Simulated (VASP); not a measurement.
The system is Co.

```
CELL_PARAMETERS angstrom
0.00000 1.79170 1.79170
1.79170 0.00000 1.79170
1.79170 1.79170 0.00000
ATOMIC_POSITIONS crystal
Co 0.00000 0.00000 0.00000
```

This isn't the form of Co at room conditions, which is hcp.

Base run:

* Program: VASP 6.6.1
* Functional: r2SCAN
* Potentials or basis: VASP PAW PBE potentials, release 64 (Co)
* Cutoff: 600 eV
* k mesh: 14 × 14 × 14
* Occupations: gaussian, width 0.1 eV
* Spin: collinear spin, ferromagnetic start
* Starting moments: [1.37] μB
* Fixed moment: 1.37 μB

Its results: pressure -13.3 GPa; site moments Co +1.44 μB.

**Question.** The run is repeated on the same cell with these changes: fixed moment from 1.37 μB to 0.91 μB; moments at the start from [1.37] to [0.91]. What comes out?

**Answer.** Pressure -12.5 GPa; site moments Co +0.95 μB.

Caveats: the cell stands under tension; the PAW data sets were made with another functional, which shifts forces and pressure a little; the total moment is fixed, so each spin has its own Fermi level and the state may be an excited one.
